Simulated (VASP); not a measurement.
Here is a VASP 6.6.1 calculation.

File INCAR:

```
SYSTEM = Tl
PREC = Accurate
ENCUT = 520
EDIFF = 1E-6
ISMEAR = -1
SIGMA = 0.1
LREAL = .FALSE.
LASPH = .TRUE.
NELM = 80
ALGO = Normal
ISIF = 2
LWAVE = .FALSE.
LCHARG = .FALSE.
GGA = RE
NBANDS = 12
```

The input KPOINTS:

```
Automatic mesh
0
G
  12 12 12
  0 0 0
```

The input POSCAR:

```
Tl
1.0
    0.0000000000      2.5082493623      2.5082493623
    2.5082493623      0.0000000000      2.5082493623
    2.5082493623      2.5082493623      0.0000000000
Tl
1
Direct
    0.0000000000      0.0000000000      0.0000000000
```

Potentials or basis: VASP PAW PBE potentials, release 64 (Tl_d).

Command:

```bash
$ cat potpaw_PBE.64/Tl_d/POTCAR > POTCAR
$ mpirun -np 1 vasp_std > vasp.out
```

Task: Estimate the pressure.

Result: 0.9 GPa.

Caveat: the PAW data sets were made with another functional, which shifts forces and pressure a little.
